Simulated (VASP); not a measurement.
Ga3As3CO, 8 atoms in the cell. The cell holds a slab with vacuum, 8 atoms: a = 4.014 Å, b = 5.676 Å, c = 23.335 Å, α = 90.00°, β = 90.00°, γ = 90.00°. 

| Property | Result |
| --- | --- |
| Program | VASP 6.6.1 |
| Task | single point |
| Functional | PBE |
| Dispersion | D3(BJ) |
| Potentials or basis | VASP PAW PBE potentials, release 64 (Ga_d, As_d, O, C) |
| Cutoff | 520 eV |
| k mesh | 7 × 5 × 1 |
| Occupations | gaussian, width 0.05 eV |
| Spin | no spin polarisation |
| Dipole correction | yes |
| Further INCAR settings | ALGO = Normal; EDIFF = 1e-06; NBANDS = 57; NELMDL = -8 |

Potentials or basis: VASP PAW PBE potentials, release 64 (Ga_d, As_d, O, C).

Run with:

```bash
$ cat potpaw_PBE.64/Ga_d/POTCAR potpaw_PBE.64/As_d/POTCAR potpaw_PBE.64/O/POTCAR potpaw_PBE.64/C/POTCAR > POTCAR
$ mpirun -np 1 vasp_std > vasp.out
```

Hardware: 1 thread of Intel(R) Xeon(R) Platinum 8259CL CPU @ 2.50GHz (Skylake/Cascade Lake), on a shared host.

Q: Estimate the wall time of this run.

A: Run time: 15 min on 1 thread of Intel(R) Xeon(R) Platinum 8259CL CPU @ 2.50GHz (Skylake/Cascade Lake), on a shared host, peak memory 0.73 GiB. Counts: scf iterations 26, k points 12.
